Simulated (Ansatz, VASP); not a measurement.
**One calculation of Na2Cl3, two programs**

```xyz
5
Lattice="4.6097 0.0000 0.0000 0.0000 4.6097 0.0000 0.0000 0.0000 8.5406" Properties=species:S:1:pos:R:3 pbc="T T T"
Na    0.0000    0.0000    5.9566
Na    0.0000    0.0000    2.5840
Cl    0.0000    0.0000    0.0000
Cl    0.0000    2.3048    4.2703
Cl    2.3048    0.0000    4.2703
```

Alike in both runs: functional PBE; k mesh 8 × 8 × 6; occupations gaussian, width 0.1 eV; no spin polarisation.

Ansatz relaxed the structure, and its values are those at the end. VASP's run is a single point on that final structure, the one shown.

|  | VASP | Ansatz |
| --- | --- | --- |
| version | VASP 6.6.1 | Ansatz 0.2.0 |
| potentials or method | VASP PAW PBE potentials, release 64 (Na_pv, Cl), cutoff 520 eV | scalar-relativistic, plane waves, PAW |
| valence electrons in the cell | 35 | 39 |

|  | VASP | Ansatz | Ansatz less VASP |
| --- | --- | --- | --- |
| gap on the k mesh at the Fermi level (eV) | none | none | - |
| pressure (GPa) | 0.0 | 0.0 | +0.02 |

A gap of «none» marks a metal or a gap that the smearing closes. VASP's potentials hold 35 valence electrons a cell and Ansatz's 39, so a difference there can come from the potentials and not from the codes. Ansatz's warnings: xc potential rough in thin density.
